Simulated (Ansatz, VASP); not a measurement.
Ca3Y in VASP and in Ansatz

Contents of INCAR:

```
SYSTEM = Ca3Y
PREC = Accurate
ENCUT = 520
EDIFF = 1E-6
ISMEAR = -1
SIGMA = 0.05
LREAL = .False.
LASPH = .True.
NELM = 60
ALGO = Normal
ISIF = 2
LWAVE = .False.
LCHARG = .True.
GGA = CA
LELF = .True.
LVHAR = .True.
NBANDS = 28
```

The input KPOINTS:

```
Automatic mesh
0
Gamma
  2 2 2
  0 0 0
```

The input POSCAR:

```
Ca3Y
1.0
    0.0000000000      4.2455650000      4.2455650000
    4.2455650000      0.0000000000      4.2455650000
    4.2455650000      4.2455650000      0.0000000000
Ca Y
3 1
Direct
    0.2500000000      0.2500000000      0.2500000000
    0.7500000000      0.7500000000      0.7500000000
    0.5000000000      0.5000000000      0.5000000000
    0.0000000000      0.0000000000      0.0000000000
```

Input for Ansatz:

```yaml
crystal:
  lattice:
    - [0.0, 4.245565, 4.245565]
    - [4.245565, 0.0, 4.245565]
    - [4.245565, 4.245565, 0.0]
  atoms:
    - { symbol: Ca, position: [0.25, 0.25, 0.25] }
    - { symbol: Ca, position: [0.75, 0.75, 0.75] }
    - { symbol: Ca, position: [0.5, 0.5, 0.5] }
    - { symbol: "Y", position: [0.0, 0.0, 0.0] }
kpoints:
  mp_grid:
    grid: [2, 2, 2]
hamiltonian:
  xc: lda
scf:
  occupations:
    method: fermi_dirac
    width: 0.05
output:
  stress: true
```

Alike in both runs: task single point; functional LDA; k mesh 2 × 2 × 2; occupations fermi-dirac, width 0.05 eV; no spin polarisation.

|  | VASP | Ansatz |
| --- | --- | --- |
| version | VASP 6.6.1 | Ansatz 0.2.0 |
| potentials or method | VASP PAW LDA potentials, release 64 (Ca_sv, Y_sv) | plane waves, PAW |
| plane-wave cutoff (eV) | 520 | 420 |
| valence electrons in the cell | 41 | 41 |

Ansatz gave:

* pressure (GPa): -2.7

Problem. Estimate VASP's values.

Solution. Pressure (GPa): -2.8.

LDA's correlation is that of Perdew and Zunger in VASP and of Perdew and Wang (1992) in Ansatz.

The k mesh is coarse, so the values compare programs but aren't converged.
